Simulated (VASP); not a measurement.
A run of VASP 6.6.1 is set up as follows.

Contents of INCAR:

```
PREC = Accurate
ENCUT = 520
EDIFF = 1E-6
ISMEAR = 0
SIGMA = 0.05
LREAL = False
LASPH = True
NELM = 80
ALGO = Normal
ISIF = 2
LWAVE = False
LCHARG = True
GGA = CA
LELF = True
LVHAR = True
NBANDS = 25
```

KPOINTS

```
regular mesh
0
Gamma
  6 6 6
```

Contents of POSCAR:

```
LiCaF3
1.0
    3.7612440000      0.0000000000      0.0000000000
    0.0000000000      3.7612440000      0.0000000000
    0.0000000000      0.0000000000      3.7612440000
Li Ca F
1 1 3
Direct
    0.5000000000      0.5000000000      0.5000000000
    0.0000000000      0.0000000000      0.0000000000
    0.0132934742      0.5000000000      0.5000000000
    0.5132934742      0.5000000000      0.0000000000
    0.5132934742      0.0000000000      0.5000000000
```

Potentials or basis: VASP PAW LDA potentials, release 64 (Li_sv, Ca_sv, F).

The run is started by

```bash
$ cat potpaw_LDA.64/Li_sv/POTCAR potpaw_LDA.64/Ca_sv/POTCAR potpaw_LDA.64/F/POTCAR > POTCAR
$ mpirun -np 1 vasp_std > vasp.out
```

(1) Predict the band gap on the k mesh.

(2) What does it give for the largest force?

## Answers

(1) 6.35 eV (least direct gap 6.47 eV).

(2) 0.222 eV/Å.

Caveat: the cell differs from its parent crystal (all F atoms moved -0.050 Å, as atom 3 towards its neighbour atom 1 (Li) at 1.881 Å).
